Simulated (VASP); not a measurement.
# Al (Fm-3m) in VASP: single point with PBEsol

Aim: the single point of Al with PBEsol.

Program: VASP 6.6.1. These are calculated values, not measurements. Logs are shortened: lines on timing, memory, paths and dates and some standing lists are left out, and cuts for length are marked.

## 1. The cell of the first run

It takes space group Fm-3m (No. 225, cubic). The conventional cell has a = 4.017 Å, b = 4.017 Å, c = 4.017 Å, α = 90.00°, β = 90.00°, γ = 90.00°. Within 3.7 Å of Al (site symmetry m-3m) lie 12 Al at 2.84 Å.

## 2. Single point, PBEsol

Contents of INCAR:

```
SYSTEM = Al
ALGO = Normal
EDIFF = 1E-6
ENCUT = 520
GGA = PS
ISIF = 2
ISMEAR = -1
LASPH = .True.
LCHARG = .False.
LREAL = .False.
LWAVE = .False.
NBANDS = 8
NELM = 100
PREC = Accurate
SIGMA = 0.13605693000000002
```

Contents of KPOINTS:

```
k-points
0
Gamma
  14 14 14
  0 0 0
```

Contents of POSCAR:

```
Al
1.0
    0.0000000000      2.0085880697      2.0085880697
    2.0085880697      0.0000000000      2.0085880697
    2.0085880697      2.0085880697      0.0000000000
Al
1
Direct
    0.0000000000      0.0000000000      0.0000000000
```

Potentials or basis: VASP PAW PBE potentials, release 64 (Al).

The run is started by

```
> cat potpaw_PBE.64/Al/POTCAR > POTCAR
> mpirun -np 1 vasp_std > vasp.out
```

OUTCAR:

```text
SYSTEM = Al
   EDIFF = 1E-6
   ENCUT = 520
   GGA = PS
   ISIF = 2
   ISMEAR = -1
   LASPH = .True.
   LREAL = .False.
   NELM = 100
   PREC = Accurate

 ion  position               nearest neighbor table
   1  0.000  0.000  0.000-

  LATTYP: Found a face centered cubic cell.
 ALAT       =     4.0171761394

  Lattice vectors:

 A1 = (   0.0000000000,   2.0085880697,   2.0085880697)
 A2 = (   2.0085880697,   0.0000000000,   2.0085880697)
 A3 = (   2.0085880697,   2.0085880697,   0.0000000000)

Analysis of symmetry for initial positions (statically):
=====================================================================
 Subroutine PRICEL returns:
 Original cell was already a primitive cell.

 Routine SETGRP: Setting up the symmetry group for a
 face centered cubic supercell.

 Subroutine GETGRP returns: Found 48 space group operations
[... 9 lines left out ...]

 Routine SETGRP: Setting up the symmetry group for a
 face centered cubic supercell.

 Subroutine GETGRP returns: Found 48 space group operations
[... 11 lines left out ...]
                                     Primitive cell

  volume of cell :      16.2070

  direct lattice vectors                    reciprocal lattice vectors
     0.000000000  2.008588070  2.008588070    -0.248931081  0.248931081  0.248931081
     2.008588070  0.000000000  2.008588070     0.248931081 -0.248931081  0.248931081
     2.008588070  2.008588070  0.000000000     0.248931081  0.248931081 -0.248931081

  length of vectors
     2.840572489  2.840572489  2.840572489     0.431161280  0.431161280  0.431161280

  position of ions in fractional coordinates (direct lattice)
     0.000000000  0.000000000  0.000000000

  ion indices of the primitive-cell ions
   primitive index   ion index
                 1           1

----------------------------------------------------------------------------------------

 KPOINTS: k-points

Automatic generation of k-mesh.
 Grid dimensions read from file:
 generate k-points for:   14   14   14

 Generating k-lattice:

  Cartesian coordinates                     Fractional coordinates (reciprocal lattice)
    -0.017780792  0.017780792  0.017780792     0.071428571  0.000000000  0.000000000
     0.017780792 -0.017780792  0.017780792     0.000000000  0.071428571  0.000000000
     0.017780792  0.017780792 -0.017780792     0.000000000  0.000000000  0.071428571

  Length of vectors
     0.030797234  0.030797234  0.030797234

  Shift w.r.t. Gamma in fractional coordinates (k-lattice)
     0.000000000  0.000000000  0.000000000

 Subroutine IBZKPT returns following result:
 ===========================================

 Found    104 irreducible k-points:

 Following reciprocal coordinates:
            Coordinates               Weight
  0.000000  0.000000  0.000000      1.000000
  0.071429  0.000000  0.000000      8.000000
  0.142857  0.000000  0.000000      8.000000
  0.214286  0.000000  0.000000      8.000000
  0.285714  0.000000  0.000000      8.000000
  0.357143  0.000000  0.000000      8.000000
[... 16 lines left out ...]
  0.214286  0.142857  0.000000     24.000000
  0.285714  0.142857  0.000000     24.000000
 [... further k-points ...]
   k-points           NKPTS =    104   k-points in BZ     NKDIM =    104   number of bands    NBANDS=      8
   number of dos      NEDOS =    301   number of ions     NIONS =      1
   total plane-waves  NPLWV =  13824
   dimension x,y,z NGX =    24 NGY =   24 NGZ =   24
   dimension x,y,z NGXF=    48 NGYF=   48 NGZF=   48
   ions per type =               1
   NGX,Y,Z   is equivalent  to a cutoff of  14.05, 14.05, 14.05 a.u.
   NGXF,Y,Z  is equivalent  to a cutoff of  28.09, 28.09, 28.09 a.u.
 SYSTEM =  Al
   PREC   = accura    normal or accurate (medium, high low for compatibility)
   ISTART =      0    job   : 0-new  1-cont  2-samecut
   ICHARG =      2    charge: 1-file 2-atom 10-const
   ISPIN  =      1    spin polarized calculation?
   LNONCOLLINEAR =      F non collinear calculations
   LSORBIT =      F    spin-orbit coupling
   LASPH  =      T    aspherical Exc in radial PAW
   ENCUT  =  520.0 eV  38.22 Ry    6.18 a.u.   5.28  5.28  5.28*2*pi/ulx,y,z
   NELM   =    100;   NELMIN=  2; NELMDL= -5     # of ELM steps
   EDIFF  = 0.1E-05   stopping-criterion for ELM
   LREAL  =      F    real-space projection
   EDIFFG = 0.1E-04   stopping-criterion for IOM
   NSW    =      0    number of steps for IOM
   IBRION =     -1    ionic relax: 0-MD 1-quasi-New 2-CG
   NFREE  =      0    steps in history (QN), initial steepest desc. (CG)
   ISIF   =      2    stress and relaxation
   ISYM   =      2    0-nonsym 1-usesym 2-fastsym
   POTIM  = 0.5000    time-step for ionic-motion
   TEBEG  =    0.0;   TEEND  =   0.0 temperature during run
   PSTRESS=    0.0 pullay stress
   NELECT =       3.0000    total number of electrons
   NUPDOWN=      -1.0000    fix difference up-down
   EMIN   =  10.00;   EMAX   =-10.00  energy-range for DOS
   EFERMI =   0.00;   METHOD = LEGACY
   ISMEAR =    -1;   SIGMA  =   0.14  broadening in eV -4-tet -1-fermi 0-gaus
   EFERMI_NEDOS =   21; number of points for ismear=-14 and -15
   IALGO  =     38    algorithm
   IMIX   =      4    mixing-type and parameters
     AMIX     =   0.40;   BMIX     =  1.00
     AMIX_MAG =   1.60;   BMIX_MAG =  1.00
  volume/ion in A,a.u.               =      16.21       109.37
  Fermi-wavevector in a.u.,A,eV,Ry     =   0.932999  1.763112 11.843689  0.870487
  Thomas-Fermi vector in A             =   2.059655
   LORBIT       =      0    0 simple, 1 ext, 2 COOP (PROOUT), +10 PAW based schemes
   GGA     = PS    functional components
   LHFCALC =     F    Hartree Fock is set to
   AEXX    =    0.0000 exact exchange contribution
   IVDW    =     0    specifies the selected vdW correction
   LEPSILON=     F    determine dielectric tensor
   LRPA    =     F    only Hartree local field effects (RPA)
 non-spin polarized calculation
  energy-cutoff  :      520.00
  volume of cell :       16.21
 maximum number of plane-waves:       452
 NGX is ok and might be reduce to    24
   NGX = 11   NGY = 11   NGZ = 11

 number of electron       3.0000000 magnetization

 Free energy of the ion-electron system (eV)
  ---------------------------------------------------
  ext. energy  EPLUGINS =         0.00000000
  ---------------------------------------------------
  free energy    TOTEN  =        -4.09916797 eV

  energy without entropy =       -4.07156759  energy(sigma->0) =       -4.08536778

 E-fermi :   8.1258     XC(G=0): -10.3225

 val. band max:        8.0848095164   @ k =  -0.3571   0.4286   0.2143
 cond. band min:       8.1448083440   @ k =   0.5000   0.2857   0.0000
 fundamental gap:      0.0599988275
 Fermi energy:         8.1258449935

 k-point     1 :       0.0000    0.0000    0.0000
  band No.  band energies     occupation
      1      -3.1167      2.00000
      2      20.8315      0.00000
      3      20.8315      0.00000
      4      20.8315      0.00000
      5      22.4591      0.00000
      6      22.4591      0.00000
      7      22.4591      0.00000
      8      24.7522      0.00000

 k-point     2 :       0.0714    0.0000    0.0000
  band No.  band energies     occupation
      1      -2.9764      2.00000
      2      18.7057      0.00000
      3      20.3960      0.00000
      4      20.3960      0.00000
      5      23.0739      0.00000
      6      23.1125      0.00000
      7      23.1125      0.00000
      8      26.1661      0.00000

 k-point     3 :       0.1429    0.0000    0.0000
  band No.  band energies     occupation
      1      -2.5564      2.00000
      2      15.7986      0.00000
      3      19.7723      0.00000
      4      19.7723      0.00000
      5      22.9734      0.00000
      6      24.2442      0.00000
      7      24.2442      0.00000
      8      25.6510      0.00000

 k-point     4 :       0.2143    0.0000    0.0000
  band No.  band energies     occupation
      1      -1.8591      2.00000
      2      12.9634      0.00000
      3      19.3085      0.00000
      4      19.3085      0.00000
      5      22.7389      0.00000
      6      23.6930      0.00000
      7      23.6930      0.00000
      8      26.3307      0.00000

 k-point     5 :       0.2857    0.0000    0.0000
  band No.  band energies     occupation
      1      -0.8889      2.00000
      2      10.2992      0.00000
      3      19.0585      0.00000
      4      19.0585      0.00000
      5      22.4052      0.00000
      6      22.4052      0.00000
      7      22.6080      0.00000
      8      26.4623      0.00000

 k-point     6 :       0.3571    0.0000    0.0000
  band No.  band energies     occupation
      1       0.3488      2.00000
      2       7.8410      1.78062
      3      19.0356      0.00000
      4      19.0356      0.00000
      5      21.2770      0.00000
      6      21.2770      0.00000
      7      22.6689      0.00000
      8      25.2882      0.00000

 k-point     7 :       0.4286    0.0000    0.0000
  band No.  band energies     occupation
      1       1.8461      2.00000
      2       5.6082      2.00000
      3      19.2444      0.00000
      4      19.2444      0.00000
      5      20.3680      0.00000
      6      20.3680      0.00000
      7      22.9567      0.00000
      8      24.2990      0.00000
[... 133 lines left out ...]
 k-point    20 :      -0.1429    0.0714    0.0000
  band No.  band energies     occupation
      1      -2.2306      2.00000
      2      14.8873      0.00000
      3      17.4225      0.00000
      4      21.0815      0.00000
      5      23.1318      0.00000
      6      23.6730      0.00000
      7      24.1870      0.00000
      8      24.9406      0.00000

 k-point    21 :      -0.0714    0.0714    0.0000
  band No.  band energies     occupation
      1      -2.7429      2.00000
      2      17.4758      0.00000
      3      18.3475      0.00000
      4      21.1952      0.00000
      5      22.6881      0.00000
      6      23.5729      0.00000
      7      24.3615      0.00000
      8      25.3183      0.00000

 k-point    22 :       0.1429    0.1429    0.0000
  band No.  band energies     occupation
      1      -2.3701      2.00000
      2      17.7515      0.00000
      3      17.7515      0.00000
      4      17.9069      0.00000
      5      21.0180      0.00000
      6      21.9548      0.00000
      7      26.5911      0.00000
      8      26.5911      0.00000

 k-point    23 :       0.2143    0.1429    0.0000
  band No.  band energies     occupation
      1      -1.8591      2.00000
      2      15.1610      0.00000
      3      17.0876      0.00000
      4      18.3059      0.00000
      5      20.1724      0.00000
      6      21.2177      0.00000
      7      27.0950      0.00000
      8      27.3989      0.00000

 k-point    24 :       0.2857    0.1429    0.0000
  band No.  band energies     occupation
      1      -1.0732      2.00000
      2      12.4563      0.00000
      3      16.6599      0.00000
      4      18.1598      0.00000
      5      18.6585      0.00000
      6      22.5718      0.00000
      7      26.4929      0.00000
      8      27.0911      0.00000

 [... further k-points ...]
[... 5 lines left out ...]
  --------------------------------------------------------------------------------------
  -------------------------------------------------------------------------------------
  Total       -0.0098044     -0.0098044     -0.0098044      0.0000000      0.0000000      0.0000000
  in kB       -0.9692368     -0.9692368     -0.9692368      0.0000000      0.0000000      0.0000000
  external PRESSURE =      -0.9692368 kB  Pullay stress =       0.0000000 kB

 VOLUME and BASIS-vectors are now :
 -----------------------------------------------------------------------------
  energy-cutoff  :      520.00
  volume of cell :       16.21
      direct lattice vectors                 reciprocal lattice vectors
     0.000000000  2.008588070  2.008588070    -0.248931081  0.248931081  0.248931081
     2.008588070  0.000000000  2.008588070     0.248931081 -0.248931081  0.248931081
     2.008588070  2.008588070  0.000000000     0.248931081  0.248931081 -0.248931081

 POSITION                                       TOTAL-FORCE (eV/Angst)
 -----------------------------------------------------------------------------------
      0.00000      0.00000      0.00000         0.000000      0.000000     -0.000000
 -----------------------------------------------------------------------------------
    total drift:                               -0.000000      0.000000      0.000000

  FREE ENERGIE OF THE ION-ELECTRON SYSTEM (eV)
  ---------------------------------------------------
  free  energy   TOTEN  =        -4.0991679691 eV

  energy  without entropy=       -4.0715675934  energy(sigma->0) =       -4.08536778
```

It took 12 s on 1 thread of Intel Xeon 8259CL, shared host; peak memory 0.13 GiB.

Results:

* Free energy: -4.0992 eV
* Pressure: -0.1 GPa

Caveat: the PAW data sets were made with another functional, which shifts forces and pressure a little.
